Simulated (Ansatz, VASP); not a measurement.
NiO in VASP and in Ansatz

```xyz
2
Lattice="0.0000 2.3215 2.3215 2.3215 0.0000 2.3215 2.3215 2.3215 0.0000" Properties=species:S:1:pos:R:3 pbc="T T T"
Ni    0.0000    0.0000    0.0000
O     1.1608    1.1608    1.1608
```

Alike in both runs: task single point; functional PBE; k mesh 10 × 10 × 10; occupations gaussian, width 0.05 eV; collinear spin; Hubbard terms Ni d U = 6.2 eV.

|  | VASP | Ansatz |
| --- | --- | --- |
| version | VASP 6.6.1 | Ansatz 0.2.0 |
| potentials or method | VASP PAW PBE potentials, release 64 (Ni, O), cutoff 520 eV | scalar-relativistic, plane waves, PAW |
| valence electrons in the cell | 16 | 24 |

VASP gave:

```
pressure (GPa)                                                : -15.2
net moment per atom (μB)                                      : 1.00
size of the moment on the site where the two differ most (μB) : 0.30
```

Task: Which values does Ansatz return?

Result: Pressure (GPa): 0.5; net moment per atom (μB): 1.00; size of the moment on the site where the two differ most (μB): 0.12.

Site moments also hang on the region over which each program counts them. The programs project onto different local orbitals, so the same U acts differently, and such runs can settle in different states. VASP's potentials hold 16 valence electrons a cell and Ansatz's 24, so a difference there can come from the potentials and not from the codes. Ansatz's warnings: symmetry narrowed by occupation matrices.
